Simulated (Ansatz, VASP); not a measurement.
## Os in VASP and in Ansatz

```
CELL_PARAMETERS angstrom
2.71752 0.00000 0.00000
-1.35876 2.35345 0.00000
0.00000 0.00000 4.28446
ATOMIC_POSITIONS crystal
Os 0.33333 0.66667 0.25000
Os 0.66667 0.33333 0.75000
```

Alike in both runs: task single point; functional LDA; k mesh 13 × 13 × 8; no spin polarisation.

|  | VASP | Ansatz |
| --- | --- | --- |
| version | VASP 6.6.1 | Ansatz 0.2.0 |
| potentials or method | VASP PAW LDA potentials, release 64 (Os), cutoff 520 eV | plane waves (420 eV) with PAW, scalar-relativistic |
| occupations | methfessel-paxton of order 1, width 0.03 eV | cold, width 0.03 eV |
| valence electrons in the cell | 16 | 32 |

|  | VASP | Ansatz | Ansatz less VASP |
| --- | --- | --- | --- |
| pressure (GPa) | 0.9 | -0.1 | -0.97 |
| traceless stress, the component that is largest in VASP (GPa) | -0.81 | -0.69 | +0.123 |

Ansatz warns that its potentials were made for another functional, while VASP's fit it. LDA's correlation is that of Perdew and Zunger in VASP and of Perdew and Wang (1992) in Ansatz. VASP's potentials hold 16 valence electrons a cell and Ansatz's 32, so a difference there can come from the potentials and not from the codes.

Neither program's run includes spin-orbit coupling.
